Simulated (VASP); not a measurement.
A run of VASP 6.6.1 is set up as follows.

Contents of INCAR:

```
SYSTEM = WC
PREC     = Accurate       ! precision mode
ENCUT    = 520            ! plane-wave cutoff, eV
EDIFF    = 1E-6           ! SCF threshold, eV
ISMEAR   = -1             ! smearing method
SIGMA    = 0.05           ! smearing width, eV
LREAL    = .False.        ! projectors in reciprocal space
LASPH    = .True.         ! aspherical terms in the spheres
NELM     = 100            ! most SCF steps
ALGO     = Normal         ! electronic algorithm
ISIF     = 2              ! what is computed and relaxed
LWAVE    = .False.        ! write WAVECAR
LCHARG   = .False.        ! write CHGCAR
NBANDS   = 16             ! bands
```

KPOINTS

```
Automatic mesh
0
Gamma
  10 10 9
  0 0 0
```

The input POSCAR:

```
WC
1.0
    2.8471670250      0.0000000000      0.0000000000
   -1.4235835125      2.4657189725      0.0000000000
    0.0000000000      0.0000000000      2.7786939560
W C
1 1
Direct
    0.0000000000      0.0000000000      0.0000000000
    0.6666666667      0.3333333333      0.5000000000
```

Potentials or basis: VASP PAW LDA potentials, release 64 (W_sv, C).

Command:

```bash
$ cat potpaw_LDA.64/W_sv/POTCAR potpaw_LDA.64/C/POTCAR > POTCAR
$ mpirun -np 1 vasp_std > vasp.out
```

(1) What does it give for the band gap on the k mesh?

(2) Predict the pressure.

Results:

(1) zero (band 9 reaches 12.59 eV, above the bottom of band 10 at 11.26 eV).

(2) 20.5 GPa.

Caveat: spin-orbit coupling is left out, which moves the levels of the heavy elements.
